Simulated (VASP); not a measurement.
Write the native input for VASP 6.6.1 that does the following.

```
Task                               : single point
Functional                         : HSE06
Potentials or basis                : VASP PAW PBE potentials, release 64 (Na_pv, H)
Cutoff                             : 520 eV
k mesh                             : 6 × 6 × 6
Occupations                        : gaussian, width 0.01 eV
Spin                               : no spin polarisation
Dipole correction                  : no
Grid for exact exchange (PRECFOCK) : Normal
Further INCAR settings             : ALGO = Normal; EDIFF = 1e-07; NBANDS = 11
Share of exact exchange            : 0.25
Screening parameter                : 0.2079 1/Å
```

The system is NaH.

```xyz
2
Lattice="-0.0379 2.3975 2.3975 2.3975 -0.0379 2.3975 2.3596 2.3596 0.0000" Properties=species:S:1:pos:R:3 pbc="T T T"
Na    0.0000    0.0000    0.0000
H     2.3596    2.3596    2.3975
```

This cell differs from its parent crystal: shear xy strain -3.2%.

These files were run (other wordings do the same):

POSCAR

```
NaH
1.0
   -0.0378806941      2.3975122873      2.3975122873
    2.3975122873     -0.0378806941      2.3975122873
    2.3596315931      2.3596315931      0.0000000000
Na H
1 1
Direct
    0.0000000000      0.0000000000      0.0000000000
    0.5000000000      0.5000000000      0.5000000000
```

INCAR.step1

```
SYSTEM = NaH
ALGO = Normal ; EDIFF = 1E-5
ENCUT = 520 ; GGA = PE
ISIF = 2 ; ISMEAR = 0
LASPH = .TRUE. ; LREAL = .FALSE.
LWAVE = .TRUE. ; NBANDS = 11
NELM = 80 ; PREC = Accurate
SIGMA = 0.01
```

INCAR.step2

```
SYSTEM = NaH
ALGO = Normal ; EDIFF = 1E-7
ENCUT = 520 ; GGA = PE
HFSCREEN = 0.2079 ; ISIF = 2
ISMEAR = 0 ; ISTART = 1
LASPH = .TRUE. ; LCHARG = .TRUE.
LELF = .TRUE. ; LHFCALC = .TRUE.
LREAL = .FALSE. ; LVHAR = .TRUE.
LWAVE = .FALSE. ; NBANDS = 11
NELM = 80 ; PREC = Accurate
PRECFOCK = Normal ; SIGMA = 0.01
```

KPOINTS

```
k-points
0
G
  6 6 6
  0 0 0
```

Potentials or basis: VASP PAW PBE potentials, release 64 (Na_pv, H).

Launch:

```console
$ cat potpaw_PBE.64/Na_pv/POTCAR potpaw_PBE.64/H/POTCAR > POTCAR
$ cp INCAR.step1 INCAR
$ mpirun -np 1 vasp_std > vasp.out
$ cp INCAR.step2 INCAR
$ mpirun -np 1 vasp_std > vasp.out
```

It gave:

| Quantity | Value |
| --- | --- |
| Pressure | 0.2 GPa |
| Band gap on the k mesh | 4.79 eV (least direct gap 5.79 eV) |

Caveat: the cell differs from its parent crystal (shear xy strain -3.2%); the structure was generated, so it needn't be the stable form of NaH; the PAW data sets were made with another functional, which shifts forces and pressure a little.

Wall time 22 min on 1 thread of Intel(R) Xeon(R) Platinum 8259CL CPU @ 2.50GHz (Skylake/Cascade Lake) (shared host), peak memory 0.26 GiB.
